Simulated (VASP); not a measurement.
Input of a VASP 6.6.1 run:

The input INCAR:

```
ALGO = Normal
EDIFF = 1E-7
EDIFFG = -0.04
ENCUT = 600
GGA = PE
IBRION = 2
ISIF = 3
ISMEAR = 0
LASPH = True
LCHARG = False
LREAL = False
LWAVE = False
NELM = 80
NSW = 90
PREC = Accurate
SIGMA = 0.1
```

Contents of KPOINTS:

```
k-points
0
Gamma
  6 6 6
```

Contents of POSCAR:

```
Ge3Os
1.0
   -2.6059989480      2.6059989480      2.6059989480
    2.6059989480     -2.6059989480      2.6059989480
    2.6059989480      2.6059989480     -2.6059989480
Ge Os
3 1
Direct
    0.0000000000      0.5000000000      0.5000000000
    0.5000000000      0.0000000000      0.5000000000
    0.5000000000      0.5000000000      0.0000000000
    0.0000000000      0.0000000000      0.0000000000
```

Potentials or basis: VASP PAW PBE potentials, release 64 (Ge_d, Os).

Command:

```sh
$ cat potpaw_PBE.64/Ge_d/POTCAR potpaw_PBE.64/Os/POTCAR > POTCAR
$ mpirun -np 1 vasp_std > vasp.out
```

Q: Predict the relaxed cell.

A: a = 4.521 Å, b = 4.521 Å, c = 4.521 Å, α = 109.47°, β = 109.47°, γ = 109.47°.

Q: Estimate the space group after relaxing (to 0.1 Å).

A: Im-3m (No. 229).

The path:
```tsv
step	energy change (eV)	largest force (eV/Å)	pressure (GPa)	volume (Å³)
1	0.0000	0.0000	0.58	70.79
2	0.0000	0.0000	-0.54	71.45
3	-0.0006	0.0000	0.00	71.12
```
